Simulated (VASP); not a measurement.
Crystal: Zn.

```
CELL_PARAMETERS angstrom
2.68768 0.00000 0.00000
-1.34384 2.32760 0.00000
0.00000 0.00000 4.99889
ATOMIC_POSITIONS crystal
Zn 0.66667 0.33333 0.75000
Zn 0.33333 0.66667 0.25000
```

Base run:

```yaml
Program: VASP 6.6.1
Functional: r2SCAN
Potentials_or_basis: VASP PAW PBE potentials, release 64 (Zn)
Cutoff: 520 eV
k_mesh: 11 × 11 × 6
Occupations: fermi-dirac, width 0.05 eV
Spin: no spin polarisation
```

Its results: band gap on the k mesh zero (band 12 reaches 4.50 eV, above the bottom of band 13 at -0.39 eV); pressure -5.6 GPa.

Question: The run is repeated on the same cell with these changes: functional from r2SCAN to PBE. What comes out?

Answer: Band gap on the k mesh zero (band 12 reaches 4.62 eV, above the bottom of band 13 at -0.16 eV); pressure -1.7 GPa.

Caveats: the PAW data sets were made with another functional, which shifts forces and pressure a little (some runs).
